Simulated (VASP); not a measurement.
Set up this calculation in VASP 6.6.1, as the native input.

```yaml
Task: single point
Functional: PBEsol
Potentials_or_basis: VASP PAW PBE potentials, release 64 (Cd, O)
Cutoff: 600 eV
k_mesh: 2 × 2 × 2
Occupations: gaussian, width 0.1 eV
Spin: no spin polarisation
Dipole_correction: no
Further_INCAR_settings: ALGO = Normal; EDIFF = 1e-06; NBANDS = 16
```

The structure of CdO lies in POSCAR:

```
CdO
1.0
    0.0000000000      2.3609927699      2.3609927699
    2.3609927699      0.0000000000      2.3609927699
    2.3609927699      2.3609927699      0.0000000000
Cd O
1 1
Direct
    0.0000000000      0.0000000000      0.0000000000
    0.5000000000      0.5000000000      0.5000000000
```

The input as run:

INCAR

```
SYSTEM = CdO
PREC = Accurate ; ENCUT = 600
EDIFF = 1E-6 ; ISMEAR = 0
SIGMA = 0.1 ; LREAL = .False.
LASPH = .True. ; NELM = 120
ALGO = Normal ; ISIF = 2
LWAVE = .False. ; LCHARG = .True.
GGA = PS ; LELF = .True.
LVHAR = .True. ; NBANDS = 16
GGA_COMPAT = .False.
```

KPOINTS

```
Automatic mesh
0
Gamma
  2 2 2
  0 0 0
```

Potentials or basis: VASP PAW PBE potentials, release 64 (Cd, O).

Launch:

```bash
$ cat potpaw_PBE.64/Cd/POTCAR potpaw_PBE.64/O/POTCAR > POTCAR
$ mpirun -np 1 vasp_std > vasp.out
```

It gave:

```yaml
Pressure: 6.0 GPa
Band_gap_on_the_k_mesh: zero (band 9 reaches 2.02 eV, above the bottom of band 10 at 1.25 eV)
```

Caveat: the k points lie up to 1.15 Å⁻¹ apart; the PAW data sets were made with another functional, which shifts forces and pressure a little.

Wall time 3.3 s on 1 thread of Intel(R) Xeon(R) 6975P-C (Granite Rapids), with other jobs on the host, peak memory 0.14 GiB.
